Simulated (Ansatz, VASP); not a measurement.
# One calculation of NbZn3, two programs

```
Nb Zn
1.0
     3.93400    0.00000    0.00000
     0.00000    3.93400    0.00000
     0.00000    0.00000    3.85532
Nb Zn
1 3
Cartesian
  0.0000 0.0000 0.0000
  0.0000 1.9670 1.9277
  1.9670 0.0000 1.9277
  1.9670 1.9670 0.0000
```

Change from the starting cell: zz strain of -2 %, crystal datasets.

Alike in both runs: task electric field gradients; functional PBEsol; k mesh 10 × 10 × 10; occupations fermi-dirac, width 0.05 eV; no spin polarisation.

|  | VASP | Ansatz |
| --- | --- | --- |
| version | VASP 6.6.1 | Ansatz 0.2.0 |
| potentials or method | VASP PAW PBE potentials, release 64 (Nb_sv, Zn), cutoff 520 eV | all-electron PAW with datasets made for the crystal, scalar-relativistic |

Ansatz gave:

- pressure (GPa): -3.0
- traceless stress, the component that is largest in VASP (GPa): 1.57
- size of Vzz on the site where it differs most (V/Å²): 65.1

Question: Which values does VASP return?

Answer: Pressure (GPa): -2.7; traceless stress, the component that is largest in VASP (GPa): 1.57; size of Vzz on the site where it differs most (V/Å²): 61.9.

VASP's potentials were made for PBE, not for PBEsol. Ansatz ran all-electron here, and VASP with PAW potentials.
